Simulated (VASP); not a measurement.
# ZnRe (P-6m2) in VASP: a series of runs

Runs on ZnRe. Level: PBEsol. Tasks: single point.

Everything below comes from runs of VASP 6.6.1. Logs are shortened: lines on timing, memory, paths and dates and some standing lists are left out, and cuts for length are marked.

**1. The cell of the first run**

The structure is hexagonal, space group P-6m2 (No. 187). Conventional cell: a = 2.586 Å, b = 2.586 Å, c = 5.075 Å, α = 90.00°, β = 90.00°, γ = 120.00°. Zn (site symmetry -6m2) has 6 Zn at 2.59 Å and 6 Re at 2.94 Å within 3.4 Å. Within 3.4 Å of Re (site symmetry -6m2) lie 6 Re at 2.59 Å and 6 Zn at 2.94 Å.

**2. Single point, PBEsol**

Contents of INCAR:

```
PREC     = Accurate       # precision mode
ENCUT    = 520            # plane-wave cutoff, eV
EDIFF    = 1E-6           # SCF threshold, eV
ISMEAR   = 0              # smearing method
SIGMA    = 0.15           # smearing width, eV
LREAL    = False          # projectors in reciprocal space
LASPH    = True           # aspherical terms in the spheres
NELM     = 100            # most SCF steps
ALGO     = Normal         # electronic algorithm
ISIF     = 2              # what is computed and relaxed
LWAVE    = False          # write WAVECAR
LCHARG   = False          # write CHGCAR
GGA      = PS             # functional
NBANDS   = 16             # bands
```

Contents of KPOINTS:

```
regular mesh
0
Gamma
  21 21 12
```

Contents of POSCAR:

```
ZnRe
1.0
    2.5861724767      0.0000000000      0.0000000000
   -1.2930862383      2.2396910634      0.0000000000
    0.0000000000      0.0000000000      5.0748936266
Zn Re
1 1
Direct
    0.0000000000      0.0000000000      0.0000000000
    0.3333333333      0.6666666667      0.5000000000
```

Potentials or basis: VASP PAW PBE potentials, release 64 (Zn, Re).

Started as:

```console
cat potpaw_PBE.64/Zn/POTCAR potpaw_PBE.64/Re/POTCAR > POTCAR
mpirun -np 1 vasp_std > vasp.out
```

OUTCAR:

```text
PREC = Accurate
   ENCUT = 520
   EDIFF = 1E-6
   ISMEAR = 0
   LREAL = False
   LASPH = True
   NELM = 100
   ISIF = 2
   GGA = PS

 ion  position               nearest neighbor table
   1  0.000  0.000  0.000-   2 2.94   2 2.94   2 2.94   2 2.94   2 2.94   2 2.94
   2  0.333  0.667  0.500-   1 2.94   1 2.94   1 2.94   1 2.94   1 2.94   1 2.94

  LATTYP: Found a hexagonal cell.
 ALAT       =     2.5861724767
 C/A-ratio  =     1.9623183188

  Lattice vectors:

 A1 = (   2.5861724767,   0.0000000000,   0.0000000000)
 A2 = (  -1.2930862383,   2.2396910634,   0.0000000000)
 A3 = (   0.0000000000,   0.0000000000,   5.0748936266)

Analysis of symmetry for initial positions (statically):
=====================================================================
 Subroutine PRICEL returns:
 Original cell was already a primitive cell.

 Routine SETGRP: Setting up the symmetry group for a
 hexagonal supercell.

 Subroutine GETGRP returns: Found 12 space group operations
 (whereof 12 operations were pure point group operations)
 out of a pool of 24 trial point group operations.

The static configuration has the point symmetry D_3h.

Analysis of symmetry for dynamics (positions and initial velocities):
=====================================================================
 Subroutine PRICEL returns:
 Original cell was already a primitive cell.

 Routine SETGRP: Setting up the symmetry group for a
 hexagonal supercell.

 Subroutine GETGRP returns: Found 12 space group operations
 (whereof 12 operations were pure point group operations)
 out of a pool of 24 trial point group operations.

The dynamic configuration has the point symmetry D_3h.

 Subroutine INISYM returns: Found 12 space group operations
 (whereof 12 operations are pure point group operations),
 and found     1 'primitive' translations

----------------------------------------------------------------------------------------

                                     Primitive cell

  volume of cell :      29.3949

  direct lattice vectors                    reciprocal lattice vectors
     2.586172477  0.000000000  0.000000000     0.386671813  0.223245075  0.000000000
    -1.293086238  2.239691063  0.000000000     0.000000000  0.446490151  0.000000000
     0.000000000  0.000000000  5.074893627     0.000000000  0.000000000  0.197048465

  length of vectors
     2.586172477  2.586172477  5.074893627     0.446490151  0.446490151  0.197048465

  position of ions in fractional coordinates (direct lattice)
     0.000000000  0.000000000  0.000000000
     0.333333333  0.666666667  0.500000000

  ion indices of the primitive-cell ions
   primitive index   ion index
                 1           1
                 2           2

----------------------------------------------------------------------------------------

 KPOINTS: regular mesh

Automatic generation of k-mesh.
 Grid dimensions read from file:
 generate k-points for:   21   21   12

 Generating k-lattice:

  Cartesian coordinates                     Fractional coordinates (reciprocal lattice)
     0.018412943  0.010630718  0.000000000     0.047619048  0.000000000  0.000000000
     0.000000000  0.021261436  0.000000000     0.000000000  0.047619048  0.000000000
     0.000000000  0.000000000  0.016420705     0.000000000  0.000000000  0.083333333

  Length of vectors
     0.021261436  0.021261436  0.016420705

  Shift w.r.t. Gamma in fractional coordinates (k-lattice)
     0.000000000  0.000000000  0.000000000

 Subroutine IBZKPT returns following result:
 ===========================================

 Found    336 irreducible k-points:

 Following reciprocal coordinates:
            Coordinates               Weight
  0.000000  0.000000  0.000000      1.000000
  0.047619  0.000000  0.000000      6.000000
  0.095238  0.000000  0.000000      6.000000
  0.142857  0.000000  0.000000      6.000000
  0.190476  0.000000  0.000000      6.000000
  0.238095  0.000000  0.000000      6.000000
[... 16 lines left out ...]
  0.142857  0.095238  0.000000     12.000000
  0.190476  0.095238  0.000000     12.000000
 [... further k-points ...]
   k-points           NKPTS =    336   k-points in BZ     NKDIM =    336   number of bands    NBANDS=     16
   number of dos      NEDOS =    301   number of ions     NIONS =      2
   total plane-waves  NPLWV =  16000
   dimension x,y,z NGX =    20 NGY =   20 NGZ =   40
   dimension x,y,z NGXF=    40 NGYF=   40 NGZF=   80
   ions per type =               1   1
   NGX,Y,Z   is equivalent  to a cutoff of  12.86, 12.86, 13.10 a.u.
   NGXF,Y,Z  is equivalent  to a cutoff of  25.71, 25.71, 26.21 a.u.
 SYSTEM =  unknown system
   PREC   = accura    normal or accurate (medium, high low for compatibility)
   ISTART =      0    job   : 0-new  1-cont  2-samecut
   ICHARG =      2    charge: 1-file 2-atom 10-const
   ISPIN  =      1    spin polarized calculation?
   LNONCOLLINEAR =      F non collinear calculations
   LSORBIT =      F    spin-orbit coupling
   LASPH  =      T    aspherical Exc in radial PAW
   ENCUT  =  520.0 eV  38.22 Ry    6.18 a.u.   4.81  4.81  9.44*2*pi/ulx,y,z
   NELM   =    100;   NELMIN=  2; NELMDL= -5     # of ELM steps
   EDIFF  = 0.1E-05   stopping-criterion for ELM
   LREAL  =      F    real-space projection
   EDIFFG = 0.1E-04   stopping-criterion for IOM
   NSW    =      0    number of steps for IOM
   IBRION =     -1    ionic relax: 0-MD 1-quasi-New 2-CG
   NFREE  =      0    steps in history (QN), initial steepest desc. (CG)
   ISIF   =      2    stress and relaxation
   ISYM   =      2    0-nonsym 1-usesym 2-fastsym
   POTIM  = 0.5000    time-step for ionic-motion
   TEBEG  =    0.0;   TEEND  =   0.0 temperature during run
   PSTRESS=    0.0 pullay stress
   NELECT =      19.0000    total number of electrons
   NUPDOWN=      -1.0000    fix difference up-down
   EMIN   =  10.00;   EMAX   =-10.00  energy-range for DOS
   EFERMI =   0.00;   METHOD = LEGACY
   ISMEAR =     0;   SIGMA  =   0.15  broadening in eV -4-tet -1-fermi 0-gaus
   EFERMI_NEDOS =   21; number of points for ismear=-14 and -15
   IALGO  =     38    algorithm
   IMIX   =      4    mixing-type and parameters
     AMIX     =   0.40;   BMIX     =  1.00
     AMIX_MAG =   1.60;   BMIX_MAG =  1.00
  volume/ion in A,a.u.               =      14.70        99.18
  Fermi-wavevector in a.u.,A,eV,Ry     =   1.415474  2.674858 27.260173  2.003566
  Thomas-Fermi vector in A             =   2.536909
   LORBIT       =      0    0 simple, 1 ext, 2 COOP (PROOUT), +10 PAW based schemes
   GGA     = PS    functional components
   LHFCALC =     F    Hartree Fock is set to
   AEXX    =    0.0000 exact exchange contribution
   IVDW    =     0    specifies the selected vdW correction
   LEPSILON=     F    determine dielectric tensor
   LRPA    =     F    only Hartree local field effects (RPA)
 non-spin polarized calculation
 Gauss-broadening in eV      SIGMA  =   0.15
  energy-cutoff  :      520.00
  volume of cell :       29.39
 maximum number of plane-waves:       804
 NGX is ok and might be reduce to    20

 number of electron      18.9999996 magnetization

 Free energy of the ion-electron system (eV)
  ---------------------------------------------------
  ext. energy  EPLUGINS =         0.00000000
  ---------------------------------------------------
  free energy    TOTEN  =       -13.92970028 eV

  energy without entropy =      -13.91169838  energy(sigma->0) =      -13.92069933

 E-fermi :   5.5068     XC(G=0): -12.8637

 val. band max:        5.5066753049   @ k =   0.1429   0.0476   0.0833
 cond. band min:       5.5090911362   @ k =   0.3810   0.0476   0.0000
 fundamental gap:      0.0024158313
 Fermi energy:         5.5067577065

 k-point     1 :       0.0000    0.0000    0.0000
  band No.  band energies     occupation
      1      -4.9242      2.00000
      2      -2.8535      2.00000
      3      -2.0635      2.00000
      4      -2.0635      2.00000
      5      -1.4511      2.00000
      6      -1.4511      2.00000
[... 8 lines left out ...]
     15      21.4395      0.00000
     16      25.8275      0.00000

 k-point     2 :       0.0476    0.0000    0.0000
  band No.  band energies     occupation
      1      -4.8388      2.00000
      2      -2.8084      2.00000
      3      -2.0745      2.00000
      4      -2.0452      2.00000
      5      -1.4802      2.00000
      6      -1.4549      2.00000
[... 8 lines left out ...]
     15      21.6490      0.00000
     16      24.2692      0.00000

 k-point     3 :       0.0952    0.0000    0.0000
  band No.  band energies     occupation
      1      -4.5889      2.00000
      2      -2.6899      2.00000
      3      -2.1038      2.00000
      4      -1.9917      2.00000
      5      -1.5615      2.00000
      6      -1.4658      2.00000
[... 8 lines left out ...]
     15      21.6183      0.00000
     16      22.7391      0.00000

 k-point     4 :       0.1429    0.0000    0.0000
  band No.  band energies     occupation
      1      -4.1925      2.00000
      2      -2.5404      2.00000
      3      -2.1359      2.00000
      4      -1.9068      2.00000
      5      -1.6805      2.00000
      6      -1.4829      2.00000
[... 8 lines left out ...]
     15      20.4149      0.00000
     16      22.7203      0.00000
[... 324 lines left out ...]
 k-point    22 :       0.0952    0.0952    0.0000
  band No.  band energies     occupation
      1      -3.9622      2.00000
      2      -2.4591      2.00000
      3      -2.1812      2.00000
      4      -1.8353      2.00000
      5      -1.7380      2.00000
      6      -1.4989      2.00000
[... 8 lines left out ...]
     15      19.9763      0.00000
     16      20.9071      0.00000

 k-point    23 :       0.1429    0.0952    0.0000
  band No.  band energies     occupation
      1      -3.4656      2.00000
      2      -2.3322      2.00000
      3      -2.2153      2.00000
      4      -1.8596      2.00000
      5      -1.6976      2.00000
      6      -1.5268      2.00000
[... 8 lines left out ...]
     15      18.9005      0.00000
     16      21.6336      0.00000

 k-point    24 :       0.1905    0.0952    0.0000
  band No.  band energies     occupation
      1      -2.9483      2.00000
      2      -2.2675      2.00000
      3      -2.1372      2.00000
      4      -1.9846      2.00000
      5      -1.5589      2.00000
      6      -1.5102      2.00000
[... 8 lines left out ...]
     15      18.0623      0.00000
     16      21.0965      0.00000

 [... further k-points ...]
[... 5 lines left out ...]
  --------------------------------------------------------------------------------------
  -------------------------------------------------------------------------------------
  Total        3.4197580      3.4197580     -4.7894780      0.0000000      0.0000000     -0.0000000
  in kB      186.3946345    186.3946345   -261.0515129      0.0000000      0.0000000     -0.0000000
  external PRESSURE =      37.2459187 kB  Pullay stress =       0.0000000 kB

 VOLUME and BASIS-vectors are now :
 -----------------------------------------------------------------------------
  energy-cutoff  :      520.00
  volume of cell :       29.39
      direct lattice vectors                 reciprocal lattice vectors
     2.586172477  0.000000000  0.000000000     0.386671813  0.223245075  0.000000000
    -1.293086238  2.239691063  0.000000000     0.000000000  0.446490151  0.000000000
     0.000000000  0.000000000  5.074893627     0.000000000  0.000000000  0.197048465

 POSITION                                       TOTAL-FORCE (eV/Angst)
 -----------------------------------------------------------------------------------
      0.00000      0.00000      0.00000        -0.000000     -0.000000      0.000000
     -0.00000      1.49313      2.53745         0.000000      0.000000      0.000000
 -----------------------------------------------------------------------------------
    total drift:                                0.000000     -0.000000      0.000000

  FREE ENERGIE OF THE ION-ELECTRON SYSTEM (eV)
  ---------------------------------------------------
  free  energy   TOTEN  =       -13.9297002796 eV

  energy  without entropy=      -13.9116983850  energy(sigma->0) =      -13.92069933
```

Wall time 55 s (1 thread of Intel Xeon 6975P-C (Granite Rapids), shared host); peak memory 0.29 GiB.

Results:

* Free energy: -13.9297 eV
* Pressure: 3.7 GPa

Levels at points of the mesh, in eV from the Fermi level:
```
           k point  band 7  band 8  band 9  band 10  band 11  band 12  band 13  band 14
(0.00, 0.00, 0.00)   -6.29   -2.94   -1.40    -1.40     1.67     2.56     2.56    13.41
(0.00, 0.00, 0.50)   -6.96   -4.36   -1.38    -1.38     2.55     2.55     5.93     9.77
```

Caveat: the PAW data sets were made with another functional, which shifts forces and pressure a little; spin-orbit coupling is left out, which moves the levels of the heavy elements.

**3. Single point, PBEsol**

This run uses another cell than the first one, of the same volume but with other edges.

Contents of INCAR:

```
SYSTEM = ZnRe
  ALGO = Normal
  EDIFF = 1E-6
  ENCUT = 520
  GGA = PS
  ISIF = 2
  ISMEAR = 0
  LASPH = .TRUE.
  LCHARG = .TRUE.
  LELF = .TRUE.
  LREAL = .FALSE.
  LVHAR = .TRUE.
  LWAVE = .FALSE.
  NBANDS = 16
  NELM = 100
  PREC = Accurate
  SIGMA = 0.15
```

Contents of KPOINTS:

```
k-points
0
G
  21 21 12
  0 0 0
```

Contents of POSCAR:

```
ZnRe
1.0
    2.6622796493      0.0000000000      0.0000000000
   -1.3311398246      2.3056018082      0.0000000000
    0.0000000000      0.0000000000      4.7888867818
Zn Re
1 1
Direct
    0.0000000000      0.0000000000      0.0000000000
    0.3333333333      0.6666666667      0.5000000000
```

Potentials or basis: VASP PAW PBE potentials, release 64 (Zn, Re).

Started as:

```console
cat potpaw_PBE.64/Zn/POTCAR potpaw_PBE.64/Re/POTCAR > POTCAR
mpirun -np 1 vasp_std > vasp.out
```

OUTCAR:

```text
SYSTEM = ZnRe
   EDIFF = 1E-6
   ENCUT = 520
   GGA = PS
   ISIF = 2
   ISMEAR = 0
   LASPH = .TRUE.
   LREAL = .FALSE.
   NELM = 100
   PREC = Accurate

 ion  position               nearest neighbor table
   1  0.000  0.000  0.000-   2 2.85   2 2.85   2 2.85   2 2.85   2 2.85   2 2.85
   2  0.333  0.667  0.500-   1 2.85   1 2.85   1 2.85   1 2.85   1 2.85   1 2.85

  LATTYP: Found a hexagonal cell.
 ALAT       =     2.6622796493
 C/A-ratio  =     1.7987917922

  Lattice vectors:

 A1 = (   2.6622796493,   0.0000000000,   0.0000000000)
 A2 = (  -1.3311398246,   2.3056018082,   0.0000000000)
[... 626 lines left out ...]
      4      -1.9142      2.00000
      5      -1.5673      2.00000
      6      -1.4897      2.00000
[... 8 lines left out ...]
     15      17.1476      0.00000
     16      21.0623      0.00000

 [... further k-points ...]
[... 5 lines left out ...]
  --------------------------------------------------------------------------------------
  -------------------------------------------------------------------------------------
  Total        0.7244920      0.7244920     -3.8894557      0.0000000     -0.0000000      0.0000000
  in kB       39.4885917     39.4885917   -211.9956099      0.0000000     -0.0000000      0.0000000
  external PRESSURE =     -44.3394755 kB  Pullay stress =       0.0000000 kB

 VOLUME and BASIS-vectors are now :
 -----------------------------------------------------------------------------
  energy-cutoff  :      520.00
  volume of cell :       29.39
      direct lattice vectors                 reciprocal lattice vectors
     2.662279649  0.000000000  0.000000000     0.375617941  0.216863119  0.000000000
    -1.331139825  2.305601808  0.000000000     0.000000000  0.433726239  0.000000000
     0.000000000  0.000000000  4.788886782     0.000000000  0.000000000  0.208816797

 POSITION                                       TOTAL-FORCE (eV/Angst)
 -----------------------------------------------------------------------------------
      0.00000      0.00000      0.00000         0.000000     -0.000000      0.000000
     -0.00000      1.53707      2.39444        -0.000000      0.000000      0.000000
 -----------------------------------------------------------------------------------
    total drift:                                0.000000     -0.000000      0.000000

  FREE ENERGIE OF THE ION-ELECTRON SYSTEM (eV)
  ---------------------------------------------------
  free  energy   TOTEN  =       -14.3051452259 eV

  energy  without entropy=      -14.2920272418  energy(sigma->0) =      -14.29858623
```

OSZICAR:

```text
N       E                     dE             d eps       ncg     rms          rms(c)
DAV:   1     0.580542958662E+02    0.58054E+02   -0.95418E+03 16104   0.165E+03
DAV:   2    -0.132581326620E+02   -0.71312E+02   -0.67314E+02 16336   0.359E+02
DAV:   3    -0.152833010069E+02   -0.20252E+01   -0.20157E+01 15600   0.518E+01
DAV:   4    -0.152973195821E+02   -0.14019E-01   -0.14012E-01 13280   0.291E+00
DAV:   5    -0.152976018849E+02   -0.28230E-03   -0.28230E-03 16488   0.522E-01    0.269E+01
DAV:   6    -0.145160887127E+02    0.78151E+00   -0.14796E+00 17752   0.369E+01    0.117E+01
DAV:   7    -0.143372456015E+02    0.17884E+00   -0.66002E-01 18856   0.186E+01    0.901E-01
DAV:   8    -0.143095281883E+02    0.27717E-01   -0.98656E-02 17712   0.910E+00    0.811E-01
DAV:   9    -0.143056550324E+02    0.38732E-02   -0.67094E-03 16312   0.121E+00    0.312E-01
DAV:  10    -0.143051492170E+02    0.50582E-03   -0.47064E-04 16856   0.294E-01    0.528E-02
DAV:  11    -0.143051458522E+02    0.33648E-05   -0.31391E-05 18256   0.125E-01    0.807E-03
DAV:  12    -0.143051452259E+02    0.62628E-06   -0.37287E-06 12616   0.484E-02
   1 F= -.14305145E+02 E0= -.14298586E+02  d E =-.131180E-01
```

Run time: 52 s. Hardware: 1 thread of Intel Xeon 6975P-C (Granite Rapids), shared host; peak memory 0.29 GiB.

Results:

```
Free energy : -14.3051 eV
Pressure    : -4.4 GPa
```

Levels at points of the mesh, in eV from the Fermi level:
```csv
k point,band 6,band 7,band 8,band 9,band 10,band 11,band 12,band 13,band 14,band 15
"(0.00, 0.00, 0.00)",-6.90,-5.68,-2.34,-1.30,-1.30,2.12,2.12,3.09,15.41,15.66
"(0.00, 0.00, 0.50)",-6.90,-6.90,-3.79,-1.26,-1.26,2.09,2.09,7.59,11.91,15.42
```

Caveat: the PAW data sets were made with another functional, which shifts forces and pressure a little; spin-orbit coupling is left out, which moves the levels of the heavy elements.
